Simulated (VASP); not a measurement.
A run of VASP 6.6.1 is set up as follows.

The input INCAR:

```
PREC = Accurate
ENCUT = 520
EDIFF = 1E-7
ISMEAR = -1
SIGMA = 0.05
LREAL = F
LASPH = T
NELM = 150
ALGO = Normal
ISIF = 2
LWAVE = F
LCHARG = F
ISPIN = 2
MAGMOM = 0.387 0.387 0.395 0.395
LORBIT = 11
LMAXMIX = 4
GGA = RP
NBANDS = 32
```

Contents of KPOINTS:

```
Automatic mesh
0
Gamma
  14 14 4
```

POSCAR

```
Pd
1.0
    2.8055080290      0.0000000000      0.0000000000
   -1.4027540145      2.4296412237      0.0000000000
    0.0000000000      0.0000000000      9.2794673455
Pd
4
Direct
    1.0000000000      1.0000000000      0.0000000000
    1.0000000000      1.0000000000      0.5000000000
    0.3333333333      0.6666666667      0.2500000000
    0.6666666667      0.3333333333      0.7500000000
```

Potentials or basis: VASP PAW PBE potentials, release 64 (Pd).

Launch:

```console
$ cat potpaw_PBE.64/Pd/POTCAR > POTCAR
$ mpirun -np 1 vasp_std > vasp.out
```

Q: Predict the pressure.

A: 0.0 GPa.

Q: Predict the net moment.

A: 1.55 μB per cell.

Stress tensor (GPa, compression positive):
```
 0.36  0.00  0.00
 0.00  0.36  0.00
 0.00  0.00 -0.58
```

Caveat: the PAW data sets were made with another functional, which shifts forces and pressure a little.
